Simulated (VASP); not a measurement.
# K (Im-3m) in VASP: single point with PBE

Aim: the single point of K with PBE.

All numbers are computed with VASP 6.6.1; they aren't measurements. Logs are shortened: lines on timing, memory, paths and dates and some standing lists are left out, and cuts for length are marked.

## Step 1: The cell of the first run

Symmetry: Im-3m, No. 229, cubic system. Conventional cell: a = 5.283 Å, b = 5.283 Å, c = 5.283 Å, α = 90.00°, β = 90.00°, γ = 90.00°.

## Step 2: Single point, PBE

Contents of INCAR:

```
SYSTEM = K
PREC = Accurate
ENCUT = 500
EDIFF = 1E-6
ISMEAR = -1
SIGMA = 0.1
LREAL = .False.
LASPH = .True.
NELM = 120
ALGO = Normal
ISIF = 2
LWAVE = .False.
LCHARG = .False.
GGA = PE
NBANDS = 10
GGA_COMPAT = .False.
```

Contents of KPOINTS:

```
regular mesh
0
Gamma
  5 5 5
  0 0 0
```

Contents of POSCAR:

```
K
1.0
   -2.6417141747      2.6417141747      2.6417141747
    2.6417141747     -2.6417141747      2.6417141747
    2.6417141747      2.6417141747     -2.6417141747
K
1
Direct
    0.0000000000      0.0000000000      0.0000000000
```

Potentials or basis: VASP PAW PBE potentials, release 64 (K_sv).

Run with:

```bash
cat potpaw_PBE.64/K_sv/POTCAR > POTCAR
mpirun -np 1 vasp_std > vasp.out
```

OUTCAR:

```text
SYSTEM = K
   PREC = Accurate
   ENCUT = 500
   EDIFF = 1E-6
   ISMEAR = -1
   LREAL = .False.
   LASPH = .True.
   NELM = 120
   ISIF = 2
   GGA = PE

 ion  position               nearest neighbor table
   1  0.000  0.000  0.000-

  LATTYP: Found a body centered cubic cell.
 ALAT       =     5.2834283494

  Lattice vectors:

 A1 = (  -2.6417141747,   2.6417141747,   2.6417141747)
 A2 = (   2.6417141747,  -2.6417141747,   2.6417141747)
 A3 = (   2.6417141747,   2.6417141747,  -2.6417141747)

Analysis of symmetry for initial positions (statically):
=====================================================================
 Subroutine PRICEL returns:
 Original cell was already a primitive cell.

 Routine SETGRP: Setting up the symmetry group for a
 body centered cubic supercell.

 Subroutine GETGRP returns: Found 48 space group operations
 (whereof 48 operations were pure point group operations)
 out of a pool of 48 trial point group operations.

The static configuration has the point symmetry O_h .

Analysis of symmetry for dynamics (positions and initial velocities):
=====================================================================
 Subroutine PRICEL returns:
 Original cell was already a primitive cell.

 Routine SETGRP: Setting up the symmetry group for a
 body centered cubic supercell.

 Subroutine GETGRP returns: Found 48 space group operations
 (whereof 48 operations were pure point group operations)
 out of a pool of 48 trial point group operations.

The dynamic configuration has the point symmetry O_h .

 Subroutine INISYM returns: Found 48 space group operations
 (whereof 48 operations are pure point group operations),
 and found     1 'primitive' translations

----------------------------------------------------------------------------------------

                                     Primitive cell

  volume of cell :      73.7424

  direct lattice vectors                    reciprocal lattice vectors
    -2.641714175  2.641714175  2.641714175     0.000000000  0.189271044  0.189271044
     2.641714175 -2.641714175  2.641714175     0.189271044  0.000000000  0.189271044
     2.641714175  2.641714175 -2.641714175     0.189271044  0.189271044  0.000000000

  length of vectors
     4.575583170  4.575583170  4.575583170     0.267669677  0.267669677  0.267669677

  position of ions in fractional coordinates (direct lattice)
     0.000000000  0.000000000  0.000000000

  ion indices of the primitive-cell ions
   primitive index   ion index
                 1           1

----------------------------------------------------------------------------------------

 KPOINTS: regular mesh

Automatic generation of k-mesh.
 Grid dimensions read from file:
 generate k-points for:    5    5    5

 Generating k-lattice:

  Cartesian coordinates                     Fractional coordinates (reciprocal lattice)
     0.000000000  0.037854209  0.037854209     0.200000000  0.000000000  0.000000000
     0.037854209  0.000000000  0.037854209     0.000000000  0.200000000  0.000000000
     0.037854209  0.037854209  0.000000000     0.000000000  0.000000000  0.200000000

  Length of vectors
     0.053533935  0.053533935  0.053533935

  Shift w.r.t. Gamma in fractional coordinates (k-lattice)
     0.000000000  0.000000000  0.000000000

 Subroutine IBZKPT returns following result:
 ===========================================

 Found     10 irreducible k-points:

 Following reciprocal coordinates:
            Coordinates               Weight
  0.000000  0.000000  0.000000      1.000000
  0.200000  0.000000  0.000000     12.000000
  0.400000  0.000000  0.000000     12.000000
  0.200000  0.200000  0.000000     24.000000
  0.400000  0.200000  0.000000     24.000000
  0.200000  0.200000  0.200000      8.000000
 -0.200000  0.200000  0.200000      6.000000
 -0.400000  0.400000  0.200000     24.000000
 -0.400000 -0.400000  0.200000      8.000000
 -0.400000  0.400000  0.400000      6.000000
   k-points           NKPTS =     10   k-points in BZ     NKDIM =     10   number of bands    NBANDS=     10
   number of dos      NEDOS =    301   number of ions     NIONS =      1
   total plane-waves  NPLWV =  46656
   dimension x,y,z NGX =    36 NGY =   36 NGZ =   36
   dimension x,y,z NGXF=    72 NGYF=   72 NGZF=   72
   ions per type =               1
   NGX,Y,Z   is equivalent  to a cutoff of  13.08, 13.08, 13.08 a.u.
   NGXF,Y,Z  is equivalent  to a cutoff of  26.16, 26.16, 26.16 a.u.
 SYSTEM =  K
   PREC   = accura    normal or accurate (medium, high low for compatibility)
   ISTART =      0    job   : 0-new  1-cont  2-samecut
   ICHARG =      2    charge: 1-file 2-atom 10-const
   ISPIN  =      1    spin polarized calculation?
   LNONCOLLINEAR =      F non collinear calculations
   LSORBIT =      F    spin-orbit coupling
   LASPH  =      T    aspherical Exc in radial PAW
   ENCUT  =  500.0 eV  36.75 Ry    6.06 a.u.   8.34  8.34  8.34*2*pi/ulx,y,z
   NELM   =    120;   NELMIN=  2; NELMDL= -5     # of ELM steps
   EDIFF  = 0.1E-05   stopping-criterion for ELM
   LREAL  =      F    real-space projection
   EDIFFG = 0.1E-04   stopping-criterion for IOM
   NSW    =      0    number of steps for IOM
   IBRION =     -1    ionic relax: 0-MD 1-quasi-New 2-CG
   NFREE  =      0    steps in history (QN), initial steepest desc. (CG)
   ISIF   =      2    stress and relaxation
   ISYM   =      2    0-nonsym 1-usesym 2-fastsym
   POTIM  = 0.5000    time-step for ionic-motion
   TEBEG  =    0.0;   TEEND  =   0.0 temperature during run
   PSTRESS=    0.0 pullay stress
   NELECT =       9.0000    total number of electrons
   NUPDOWN=      -1.0000    fix difference up-down
   EMIN   =  10.00;   EMAX   =-10.00  energy-range for DOS
   EFERMI =   0.00;   METHOD = LEGACY
   ISMEAR =    -1;   SIGMA  =   0.10  broadening in eV -4-tet -1-fermi 0-gaus
   EFERMI_NEDOS =   21; number of points for ismear=-14 and -15
   IALGO  =     38    algorithm
   IMIX   =      4    mixing-type and parameters
     AMIX     =   0.40;   BMIX     =  1.00
     AMIX_MAG =   1.60;   BMIX_MAG =  1.00
  volume/ion in A,a.u.               =      73.74       497.64
  Fermi-wavevector in a.u.,A,eV,Ry     =   0.812051  1.534553  8.972041  0.659426
  Thomas-Fermi vector in A             =   1.921523
   LORBIT       =      0    0 simple, 1 ext, 2 COOP (PROOUT), +10 PAW based schemes
   GGA     = PE    functional components
   LHFCALC =     F    Hartree Fock is set to
   AEXX    =    0.0000 exact exchange contribution
   IVDW    =     0    specifies the selected vdW correction
   LEPSILON=     F    determine dielectric tensor
   LRPA    =     F    only Hartree local field effects (RPA)
 non-spin polarized calculation
  energy-cutoff  :      500.00
  volume of cell :       73.74
 maximum number of plane-waves:      1894
 NGX is ok and might be reduce to    36
   NGX = 17   NGY = 17   NGZ = 17

 number of electron       9.0000001 magnetization

 Free energy of the ion-electron system (eV)
  ---------------------------------------------------
  ext. energy  EPLUGINS =         0.00000000
  ---------------------------------------------------
  free energy    TOTEN  =        -1.06591284 eV

  energy without entropy =       -1.03794643  energy(sigma->0) =       -1.05192964

 E-fermi :  -0.1122     XC(G=0):  -5.6446

 val. band max:       -0.4524016125   @ k =   0.4000   0.0000   0.0000
 cond. band min:      -0.0393736403   @ k =  -0.4000   0.4000   0.2000
 fundamental gap:      0.4130279722
 Fermi energy:        -0.1121700002

 k-point     1 :       0.0000    0.0000    0.0000
  band No.  band energies     occupation
      1     -32.2587      2.00000
      2     -15.7083      2.00000
      3     -15.7083      2.00000
      4     -15.7083      2.00000
      5      -2.2779      2.00000
      6       4.1666      0.00000
      7       4.1666      0.00000
      8       4.1666      0.00000
      9       5.0738      0.00000
     10       5.0738      0.00000

 k-point     2 :       0.2000    0.0000    0.0000
  band No.  band energies     occupation
      1     -32.2573      2.00000
      2     -15.7316      2.00000
      3     -15.7161      2.00000
      4     -15.7082      2.00000
      5      -1.7899      2.00000
      6       3.2569      0.00000
      7       3.6689      0.00000
      8       4.5563      0.00000
      9       4.8487      0.00000
     10       5.0107      0.00000

 k-point     3 :       0.4000    0.0000    0.0000
  band No.  band energies     occupation
      1     -32.2550      2.00000
      2     -15.7688      2.00000
      3     -15.7287      2.00000
      4     -15.7082      2.00000
      5      -0.4524      1.93555
      6       1.3959      0.00000
      7       3.1169      0.00000
      8       4.8305      0.00000
      9       5.2927      0.00000
     10       5.6594      0.00000

 k-point     4 :       0.2000    0.2000    0.0000
  band No.  band energies     occupation
      1     -32.2554      2.00000
      2     -15.7565      2.00000
      3     -15.7265      2.00000
      4     -15.7134      2.00000
      5      -0.8724      1.99900
      6       2.2935      0.00000
      7       2.7779      0.00000
      8       4.7723      0.00000
      9       4.8427      0.00000
     10       5.5081      0.00000

 k-point     5 :       0.4000    0.2000    0.0000
  band No.  band energies     occupation
      1     -32.2543      2.00000
      2     -15.7668      2.00000
      3     -15.7394      2.00000
      4     -15.7148      2.00000
      5       0.6898      0.00066
      6       0.7429      0.00039
      7       2.3214      0.00000
      8       4.4107      0.00000
      9       5.3149      0.00000
     10       5.4627      0.00000

 k-point     6 :       0.2000    0.2000    0.2000
  band No.  band energies     occupation
      1     -32.2546      2.00000
      2     -15.7580      2.00000
      3     -15.7299      2.00000
      4     -15.7299      2.00000
      5       0.3600      0.01765
      6       1.7589      0.00000
      7       1.7589      0.00000
      8       3.5191      0.00000
      9       5.5970      0.00000
     10       5.5970      0.00000

 k-point     7 :      -0.2000    0.2000    0.2000
  band No.  band energies     occupation
      1     -32.2560      2.00000
      2     -15.7344      2.00000
      3     -15.7243      2.00000
      4     -15.7243      2.00000
      5      -1.3209      1.99999
      6       3.2383      0.00000
      7       3.5275      0.00000
      8       3.5275      0.00000
      9       4.7337      0.00000
     10       5.5016      0.00000

 k-point     8 :      -0.4000    0.4000    0.2000
  band No.  band energies     occupation
      1     -32.2539      2.00000
      2     -15.7633      2.00000
      3     -15.7375      2.00000
      4     -15.7254      2.00000
      5      -0.0394      0.65128
      6       1.6573      0.00000
      7       3.2037      0.00000
      8       3.4613      0.00000
      9       4.8635      0.00000
     10       5.6588      0.00000

 k-point     9 :      -0.4000   -0.4000    0.2000
  band No.  band energies     occupation
      1     -32.2529      2.00000
      2     -15.7575      2.00000
      3     -15.7575      2.00000
      4     -15.7296      2.00000
      5       1.2016      0.00000
      6       1.2016      0.00000
      7       1.9627      0.00000
      8       4.2906      0.00000
      9       4.2906      0.00000
     10       5.4766      0.00000

 k-point    10 :      -0.4000    0.4000    0.4000
  band No.  band energies     occupation
      1     -32.2521      2.00000
      2     -15.7556      2.00000
      3     -15.7518      2.00000
      4     -15.7518      2.00000
      5       0.9606      0.00004
      6       1.7437      0.00000
      7       3.3066      0.00000
      8       3.3066      0.00000
      9       3.4220      0.00000
     10       5.9557      0.00000

------------------------ aborting loop because EDIFF is reached ----------------------------------------

  FORCE on cell =-STRESS in cart. coord.  units (eV):
  Direction    XX          YY          ZZ          XY          YZ          ZX
  --------------------------------------------------------------------------------------
  -------------------------------------------------------------------------------------
  Total       -0.0041741     -0.0041741     -0.0041741      0.0000000      0.0000000      0.0000000
  in kB       -0.0906903     -0.0906903     -0.0906903      0.0000000      0.0000000      0.0000000
  external PRESSURE =      -0.0906903 kB  Pullay stress =       0.0000000 kB

 VOLUME and BASIS-vectors are now :
 -----------------------------------------------------------------------------
  energy-cutoff  :      500.00
  volume of cell :       73.74
      direct lattice vectors                 reciprocal lattice vectors
    -2.641714175  2.641714175  2.641714175     0.000000000  0.189271044  0.189271044
     2.641714175 -2.641714175  2.641714175     0.189271044  0.000000000  0.189271044
     2.641714175  2.641714175 -2.641714175     0.189271044  0.189271044  0.000000000

 POSITION                                       TOTAL-FORCE (eV/Angst)
 -----------------------------------------------------------------------------------
      0.00000      0.00000      0.00000        -0.000000      0.000000     -0.000000
 -----------------------------------------------------------------------------------
    total drift:                               -0.000000     -0.000000      0.000000

  FREE ENERGIE OF THE ION-ELECTRON SYSTEM (eV)
  ---------------------------------------------------
  free  energy   TOTEN  =        -1.0659128380 eV

  energy  without entropy=       -1.0379464347  energy(sigma->0) =       -1.05192964
```

Wall time 5.2 s (1 thread of AMD EPYC 9R45 (Zen 5), shared host); peak memory 0.16 GiB.

Results:

```
Free energy            : -1.0659 eV
Pressure               : 0.0 GPa
Band gap on the k mesh : zero (an odd number of electrons rules out a gap without spin polarisation)
```

Levels at points of the mesh, in eV from the Fermi level:
```csv
k point,band 1,band 2,band 3,band 4,band 5,band 6,band 7,band 8,band 9
"(0.00, 0.00, 0.00)",-32.15,-15.60,-15.60,-15.60,-2.17,4.28,4.28,4.28,5.19
```

The gap in the log of VASP goes by the Fermi energy; the results here count the filled bands.